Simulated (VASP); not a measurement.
Input of a VASP 6.6.1 run:

POSCAR

```
Li8Nb8HO23
1.0
    2.5949501352      1.4981951591      4.6722232478
   -5.1899002704      2.9963903182      9.3444464955
    0.0000000000     -5.9927806363      9.3444464955
Li Nb O H
8 8 23 1
Direct
    0.7323786385      0.3444645952      0.3557022706
    0.2087721556      0.1223378197      0.1077911191
    0.7129186195      0.3596853231      0.8634274884
    0.2265541272      0.1066222022      0.6065033415
    0.7333828430      0.8609311914      0.3651728831
    0.2258993689      0.6052087361      0.1115635987
    0.7277484410      0.8549585352      0.8540181016
    0.2066376061      0.6127375640      0.6141811492
    0.9864340907      0.5008420010      0.5011937796
    0.4985440512      0.2481105639      0.2505210322
    1.0001142589      0.4969749260      1.0011318243
    0.5012627279      0.2510674242      0.7458819746
    1.0043156238      0.9953091540      0.5003478715
    0.5103078129      0.7734270139      0.2353589402
    1.0171653976      1.0038455424      0.9908656133
    0.5012945021      0.7471643445      0.7507091154
    0.2847830903      0.3262180079      0.4406829596
    0.6452092950      0.4403211038      0.1400841652
    0.8920782228      0.1361759564      0.3222400619
    0.3905208357      0.0683059005      0.3918173137
    0.7812238422      0.1916884844      0.0721851212
    0.1424602564      0.3857211422      0.1951944482
    0.2805828771      0.3208793738      0.9414118893
    0.6347462610      0.4446581048      0.6392194128
    0.8920768228      0.1393743523      0.8187282624
    0.3877915318      0.0694625340      0.8895209207
    0.7799441757      0.1916404055      0.5713273268
    0.1503544756      0.3907823754      0.6868230892
    0.2773802342      0.8141850677      0.4463764258
    0.6352883336      0.9498437550      0.1378711506
    0.8902855037      0.6389461844      0.3194507170
    0.7693321627      0.6892655259      0.0789994937
    0.1409746303      0.8846144998      0.1965628810
    0.2733460838      0.8210020238      0.9444284513
    0.6451914688      0.9416321505      0.6404161361
    0.8858617333      0.6395165037      0.8234677085
    0.3879793102      0.5697418816      0.8906613670
    0.7887916697      0.6897443581      0.5710866404
    0.1467011848      0.8859712160      0.6937510160
    0.3797215279      0.5804426399      0.3869842899
```

The input INCAR.step1:

```
ALGO = Normal
EDIFF = 1E-4
ENCUT = 520
GGA = PE
ISMEAR = -1
LASPH = True
LCHARG = False
LREAL = Auto
LWAVE = True
NBANDS = 160
NELECT = 266.0
NELM = 80
PREC = Accurate
SIGMA = 0.01
```

Contents of INCAR.step2:

```
ALGO = Normal
EDIFF = 1E-6
ENCUT = 520
ISIF = 2
ISMEAR = -1
ISTART = 1
LASPH = True
LCHARG = False
LMIXTAU = True
LREAL = Auto
LWAVE = False
METAGGA = R2SCAN
NBANDS = 160
NELECT = 266.0
NELM = 80
PREC = Accurate
SIGMA = 0.01
```

The input KPOINTS:

```
Automatic mesh
0
Gamma
  1 1 1
  0.25 0.25 0.25
```

Potentials or basis: VASP PAW PBE potentials, release 64 (Li_sv, Nb_sv, O, H).

Launch:

```bash
$ cat potpaw_PBE.64/Li_sv/POTCAR potpaw_PBE.64/Nb_sv/POTCAR potpaw_PBE.64/O/POTCAR potpaw_PBE.64/H/POTCAR > POTCAR
$ cp INCAR.step1 INCAR
$ mpirun -np 1 vasp_std > vasp.out
$ cp INCAR.step2 INCAR
$ mpirun -np 1 vasp_std > vasp.out
```

Q: Predict the largest force.

A: 0.131 eV/Å.

Forces on the atoms (eV/Å):
```
Li   0.002  0.024 -0.050
Li   0.002 -0.010  0.006
Li  -0.001  0.007 -0.026
Li  -0.011  0.001 -0.022
Li   0.004 -0.006  0.007
Li   0.030  0.025 -0.014
Li   0.014  0.005 -0.010
Li   0.004 -0.022 -0.021
Nb  -0.022 -0.072 -0.082
Nb   0.012  0.002 -0.062
Nb  -0.010  0.011 -0.042
Nb   0.013 -0.003 -0.048
Nb  -0.003 -0.019 -0.049
Nb  -0.026  0.077 -0.017
Nb   0.000  0.017 -0.055
Nb  -0.019 -0.022 -0.042
O   -0.088  0.012  0.006
O    0.093  0.066  0.014
O    0.006 -0.100  0.032
O   -0.089  0.064  0.030
O   -0.020 -0.089  0.027
O    0.092  0.037  0.018
O   -0.097  0.031  0.028
O    0.084  0.083  0.016
O    0.023 -0.097  0.028
O   -0.080  0.039 -0.003
O   -0.027 -0.092  0.034
O    0.077  0.011  0.024
O   -0.105  0.061  0.046
O    0.080 -0.011 -0.052
O    0.007 -0.104  0.031
O   -0.028 -0.046  0.047
O    0.081  0.078  0.067
O   -0.095  0.045  0.040
O    0.083  0.060  0.020
O    0.016 -0.093  0.021
O   -0.073  0.062  0.019
O   -0.010 -0.099  0.009
O    0.092  0.039  0.022
H   -0.011  0.023  0.002
```

Caveat: the k points lie up to 1.14 Å⁻¹ apart, too coarse for converged energies, forces and pressures; the cell carries a net charge on a neutralising background, which shifts energy and pressure; the PAW data sets were made with another functional, which shifts forces and pressure a little.
